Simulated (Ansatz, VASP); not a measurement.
**One calculation of CdSe, two programs**

```
Cd Se
1.0
     0.00000    2.84295    2.84295
     2.84295    0.00000    2.84295
     2.84295    2.84295    0.00000
Cd Se
1 1
Direct
  0.00000 0.00000 0.00000
  0.50000 0.50000 0.50000
```

Alike in both runs: task single point; functional PBEsol; k mesh 6 × 6 × 6; occupations fermi-dirac, width 0.02 eV; no spin polarisation.

|  | VASP | Ansatz |
| --- | --- | --- |
| version | VASP 6.6.1 | Ansatz 0.2.0 |
| potentials or method | VASP PAW PBE potentials, release 64 (Cd, Se) | plane waves, PAW |
| plane-wave cutoff (eV) | 500 | 420 |
| valence electrons in the cell | 18 | 36 |

|  | VASP | Ansatz | Ansatz less VASP |
| --- | --- | --- | --- |
| pressure (GPa) | -1.6 | -2.0 | -0.41 |

VASP's potentials were made for PBE, not for PBEsol. VASP's potentials hold 18 valence electrons a cell and Ansatz's 36, so a difference there can come from the potentials and not from the codes.
